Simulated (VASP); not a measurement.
# Sn: relaxation of cell and atoms with RPBE

The system is Sn.

```xyz
1
Lattice="-1.7265 1.7755 2.3383 1.7265 -1.7755 2.3383 1.7265 1.7755 -2.3383" Properties=species:S:1:pos:R:3 pbc="T T T"
Sn    0.0000    0.0000    0.0000
```

- Program: VASP 6.6.1
- Task: relaxation of cell and atoms
- Functional: RPBE
- Potentials or basis: VASP PAW PBE potentials, release 64 (Sn_d)
- Cutoff: 600 eV
- k mesh: 11 × 11 × 11
- Occupations: fermi-dirac, width 0.05 eV
- Spin: no spin polarisation
- Dipole correction: no
- Further INCAR settings: ALGO = Normal; EDIFF = 1e-06; IBRION = 2; EDIFFG = -0.005; NSW = 80; ISIF = 3

```
Relaxed volume                        : 28.89 Å³/atom
Relaxed cell                          : a = 3.426 Å, b = 3.426 Å, c = 3.426 Å, α = 118.91°, β = 118.92°, γ = 91.89°
Space group after relaxing (to 0.1 Å) : I4/mmm (No. 139)
Energy gained by relaxing             : 3.3 meV/atom
Ionic steps                           : 29
Pressure after relaxing               : 0.0 GPa
Band gap on the k mesh                : zero (bands 7 and 8 overlap by 8.96 eV)
```

The path:
```csv
step,energy change (eV),largest force (eV/Å),pressure (GPa),volume (Å³)
1,0.0000,0.0000,0.37,28.67
2,-0.0022,0.0000,-0.12,28.94
3,-0.0025,0.0000,-0.57,29.18
4,-0.0026,0.0000,-0.40,29.10
5,-0.0031,0.0000,0.13,28.86
6,-0.0031,0.0000,-0.01,28.88
7,-0.0031,0.0000,-0.03,28.88
8,-0.0031,0.0000,-0.02,28.87
9,-0.0031,0.0000,-0.01,28.86
10,-0.0032,0.0000,-0.01,28.85
11,-0.0033,0.0000,0.02,28.82
12,-0.0033,0.0000,0.08,28.82
13,-0.0033,0.0000,0.00,28.91
14,-0.0033,0.0000,-0.07,28.93
15,-0.0033,0.0000,-0.07,28.92
16,-0.0033,0.0000,-0.05,28.91
17,-0.0033,0.0000,0.06,28.85
18,-0.0033,0.0000,0.01,28.87
19,-0.0033,0.0000,0.02,28.88
20,-0.0033,0.0000,-0.02,28.90
21,-0.0033,0.0000,-0.02,28.89
22,-0.0033,0.0000,-0.02,28.88
23,-0.0033,0.0000,0.03,28.88
24,-0.0033,0.0000,-0.03,28.90
25,-0.0033,0.0000,-0.01,28.89
26,-0.0033,0.0000,-0.06,28.89
27,-0.0033,0.0000,0.03,28.88
28,-0.0033,0.0000,0.04,28.88
29,-0.0033,0.0000,0.01,28.89
```

Final structure:
```xyz
1
Lattice="-1.7411 1.7409 2.3824 1.7411 -1.7409 2.3824 1.7411 1.7409 -2.3824" Properties=species:S:1:pos:R:3 pbc="T T T"
Sn    0.0000    0.0000    0.0000
```

Levels at points of the mesh, in eV from the Fermi level:
| k point | band 5 | band 6 | band 7 | band 8 | band 9 | band 10 |
| --- | --- | --- | --- | --- | --- | --- |
| (0.00, 0.00, 0.00) | -21.54 | -10.70 | 7.22 | 7.27 | 7.28 | 10.49 |

It took 7 min on 1 thread of Intel(R) Xeon(R) Platinum 8488C (Sapphire Rapids), with other jobs on the host, peak memory 0.23 GiB.

Caveat: the PAW data sets were made with another functional, which shifts forces and pressure a little; spin-orbit coupling is left out, which moves the levels of the heavy elements.
